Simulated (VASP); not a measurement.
Write the native input for VASP 6.6.1 that does the following.

- Task: single point
- Functional: revPBE
- Potentials or basis: VASP PAW PBE potentials, release 64 (Ag)
- Cutoff: 520 eV
- k mesh: 16 × 16 × 7
- Occupations: fermi-dirac, width 0.1 eV
- Spin: no spin polarisation
- Dipole correction: no
- Further INCAR settings: ALGO = Normal; EDIFF = 1e-06; NBANDS = 18

The structure of Ag lies in POSCAR:

```
Ag
1.0
   -1.9547384274      1.6060726495      1.4346128811
    1.6060726495     -1.9547384274      1.4346128811
    3.7185710487      3.7185710487     -2.0731948919
Ag
2
Direct
    0.9580074387      0.0419925613      0.0000000000
    0.7919925613      0.2080074387      0.5000000000
```

This isn't the form of Ag at room conditions, which is fcc.

One way to write it, as run:

INCAR

```
  PREC = Accurate
  ENCUT = 520
  EDIFF = 1E-6
  ISMEAR = -1
  SIGMA = 0.1
  LREAL = F
  LASPH = T
  NELM = 60
  ALGO = Normal
  ISIF = 2
  LWAVE = F
  LCHARG = F
  GGA = RE
  NBANDS = 18
```

KPOINTS

```
regular mesh
0
Gamma
  16 16 7
```

Potentials or basis: VASP PAW PBE potentials, release 64 (Ag).

Command:

```bash
$ cat potpaw_PBE.64/Ag/POTCAR > POTCAR
$ mpirun -np 1 vasp_std > vasp.out
```

It gave:

```
Pressure               : 3.7 GPa
Largest force          : 0.004 eV/Å
Band gap on the k mesh : zero (bands 11 and 12 overlap by 6.87 eV)
```

Caveat: the cell stands under pressure; the PAW data sets were made with another functional, which shifts forces and pressure a little.

Wall time 2.9 min on 1 thread of Intel(R) Xeon(R) Platinum 8259CL CPU @ 2.50GHz (Skylake/Cascade Lake) (shared host), peak memory 0.36 GiB.
